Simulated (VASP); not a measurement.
Al:

```xyz
3
Lattice="4.6316 0.0000 0.0000 -2.3158 4.0111 0.0000 0.0000 0.0000 3.0364" Properties=species:S:1:pos:R:3 pbc="T T T"
Al    1.1579    2.0055    1.0121
Al    2.3158    0.0000    0.0000
Al   -1.1579    2.0055    2.0243
```

* Program: VASP 6.6.1
* Task: relaxation of cell and atoms
* Functional: PBE
* Potentials or basis: VASP PAW PBE potentials, release 64 (Al)
* Cutoff: 600 eV
* k mesh: 6 × 6 × 6
* Occupations: gaussian, width 0.1 eV
* Spin: no spin polarisation

At the start: pressure 8.0 GPa; volume 18.80 Å³/atom.

Question: How do energy, volume and symmetry change on relaxing?

Answer: Over 13 steps the energy falls by 108.2 meV/atom and the volume is 20.86 Å³/atom (+10.9 %); space group P6_222 (No. 180, to 0.05 Å).

The path:
| step | energy change (eV) | largest force (eV/Å) | pressure (GPa) | volume (Å³) |
| --- | --- | --- | --- | --- |
| 1 | 0.0000 | 0.0000 | 7.97 | 56.41 |
| 2 | -0.2847 | 0.0000 | -1.34 | 64.24 |
| 3 | -0.2851 | 0.0000 | -1.07 | 63.89 |
| 4 | -0.3004 | 0.0000 | -0.29 | 62.84 |
| 5 | -0.3046 | 0.0000 | 0.30 | 62.14 |
| 6 | -0.3055 | 0.0000 | 0.57 | 61.84 |
| 7 | -0.3075 | 0.0000 | 1.13 | 61.24 |
| 8 | -0.3059 | 0.0000 | 2.41 | 60.02 |
| 9 | -0.3087 | 0.0000 | 1.45 | 60.91 |
| 10 | -0.3172 | 0.0000 | 1.41 | 60.99 |
| 11 | -0.3182 | 0.0000 | 1.39 | 61.02 |
| 12 | -0.3224 | 0.0000 | 0.79 | 61.64 |
| 13 | -0.3245 | 0.0000 | -0.06 | 62.57 |

Final structure:
```yaml
crystal:
  lattice:
    - [5.04599, 0.00000, 0.00000]
    - [-2.52300, 4.36996, 0.00000]
    - [0.00000, 0.00000, 2.83767]
  atoms:
    - { symbol: Al, position: [0.50000, 0.50000, 0.33333] }
    - { symbol: Al, position: [0.50000, 0.00000, 0.00000] }
    - { symbol: Al, position: [0.00000, 0.50000, 0.66667] }
```
